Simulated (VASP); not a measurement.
Here is a VASP 6.6.1 calculation.

The input POSCAR:

```
ZnO
1.0
    3.2879671587      0.0000000000      0.0000000000
   -1.6439835793      2.8474630862      0.0000000000
    0.0000000000      0.0000000000      7.1304413500
Zn O
2 2
Direct
    0.0000000000      0.0000000000      0.2500000000
    0.0000000000      0.0000000000      0.7500000000
    0.6666666667      0.3333333333      0.7500000000
    0.3333333333      0.6666666667      0.2500000000
```

The input INCAR.step1:

```
PREC = Accurate ; ENCUT = 520
ISMEAR = -1 ; SIGMA = 0.05
LREAL = False ; LASPH = True
NELM = 100 ; NBANDS = 26
GGA = PE ; ALGO = Normal
EDIFF = 1E-4 ; LWAVE = True
LCHARG = False
```

The input INCAR.step2:

```
PREC = Accurate ; ENCUT = 520
EDIFF = 1E-6 ; ISMEAR = -1
SIGMA = 0.05 ; LREAL = False
LASPH = True ; NELM = 100
ALGO = Normal ; ISIF = 2
LWAVE = False ; LCHARG = False
METAGGA = R2SCAN ; LMIXTAU = True
NBANDS = 26 ; ISTART = 1
```

File KPOINTS:

```
regular mesh
0
Gamma
  9 9 4
```

Potentials or basis: VASP PAW PBE potentials, release 64 (Zn, O).

Command:

```sh
$ cat potpaw_PBE.64/Zn/POTCAR potpaw_PBE.64/O/POTCAR > POTCAR
$ cp INCAR.step1 INCAR
$ mpirun -np 1 vasp_std > vasp.out
$ cp INCAR.step2 INCAR
$ mpirun -np 1 vasp_std > vasp.out
```

**Question.** Estimate the pressure.

**Answer.** -3.4 GPa.

**Question.** What does it give for the band gap on the k mesh?

**Answer.** 1.14 eV.

Stress tensor (GPa, compression positive):
```
-4.51  0.00  0.00
 0.00 -4.51  0.00
 0.00  0.00 -1.04
```

Caveat: the cell stands under tension; the PAW data sets were made with another functional, which shifts forces and pressure a little; an odd mesh through Γ misses points on the zone boundary, where band edges can lie.
